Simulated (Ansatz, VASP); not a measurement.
In2Bi2Sb in VASP and in Ansatz

```xyz
5
Lattice="-2.1310 2.1310 8.5826 2.1310 -2.1310 8.5826 2.1310 2.1310 -8.5826" Properties=species:S:1:pos:R:3 pbc="T T T"
In    2.1310    0.0000    4.2913
In    0.0000    2.1310    4.2913
Sb    0.0000    0.0000    0.0000
Bi    0.0000    0.0000   10.1911
Bi    0.0000    0.0000    6.9740
```

Alike in both runs: functional PBE; k mesh 6 × 6 × 6; occupations gaussian, width 0.1 eV; no spin polarisation.

Ansatz relaxed the structure, and its values are those at the end. VASP's run is a single point on that final structure, the one shown.

```csv
,VASP,Ansatz
version,VASP 6.6.1,Ansatz 0.2.0
potentials or method,"VASP PAW PBE potentials, release 64 (In_d, Sb, Bi_d), cutoff 520 eV","scalar-relativistic, plane waves, PAW"
valence electrons in the cell,61,71
```

Ansatz gave:

| Property | Result |
| --- | --- |
| gap on the k mesh at the Fermi level (eV) | none |
| pressure (GPa) | -0.3 |
| rms of the force components (eV/Å) | 0.004 |

**Question.** Which values does VASP return?

**Answer.** gap on the k mesh at the Fermi level (eV): none; pressure (GPa): -0.4; rms of the force components (eV/Å): 0.003.

A gap of «none» marks a metal or a gap that the smearing closes. VASP's potentials hold 61 valence electrons a cell and Ansatz's 71, so a difference there can come from the potentials and not from the codes.

Spin-orbit coupling is off throughout.
